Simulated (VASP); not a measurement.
Set up this calculation in VASP 6.6.1, as the native input.

- Task: single point
- Functional: PBE
- Potentials or basis: VASP PAW PBE potentials, release 64 (Si, O)
- Cutoff: 520 eV
- k mesh: 6 × 6 × 10
- Occupations: gaussian, width 0.05 eV
- Spin: no spin polarisation
- Dipole correction: no
- Further INCAR settings: ALGO = Normal; EDIFF = 1e-07; NBANDS = 25

The structure of SiO2 lies in POSCAR:

```
SiO2
1.0
    4.3621356014      0.0000000000      0.0000000000
    0.0000000000      4.3621356014      0.0000000000
    0.0000000000      0.0000000000      2.9422604631
Si O
2 4
Direct
    0.5000000000      0.5000000000      0.5000000000
    0.0000000000      0.0000000000      0.0000000000
    0.6930127928      0.6930127928      0.0000000000
    0.1930127928      0.8069872072      0.5000000000
    0.3069872072      0.3069872072      0.0000000000
    0.8069872072      0.1930127928      0.5000000000
```

These files were run (other wordings do the same):

INCAR

```
SYSTEM = SiO2
PREC = Accurate
ENCUT = 520
EDIFF = 1E-7
ISMEAR = 0
SIGMA = 0.05
LREAL = .FALSE.
LASPH = .TRUE.
NELM = 100
ALGO = Normal
ISIF = 2
LWAVE = .FALSE.
LCHARG = .TRUE.
GGA = PE
LELF = .TRUE.
LVHAR = .TRUE.
NBANDS = 25
```

KPOINTS

```
Automatic mesh
0
G
  6 6 10
  0 0 0
```

Potentials or basis: VASP PAW PBE potentials, release 64 (Si, O).

Run with:

```sh
$ cat potpaw_PBE.64/Si/POTCAR potpaw_PBE.64/O/POTCAR > POTCAR
$ mpirun -np 1 vasp_std > vasp.out
```

It gave:

| Quantity | Value |
| --- | --- |
| Pressure | -33.5 GPa |
| Largest force | 0.171 eV/Å |
| Band gap on the k mesh | 2.43 eV |

Caveat: the cell stands under tension.

It took 94 s on 1 thread of Intel Xeon 8259CL (shared host), peak memory 0.2 GiB.
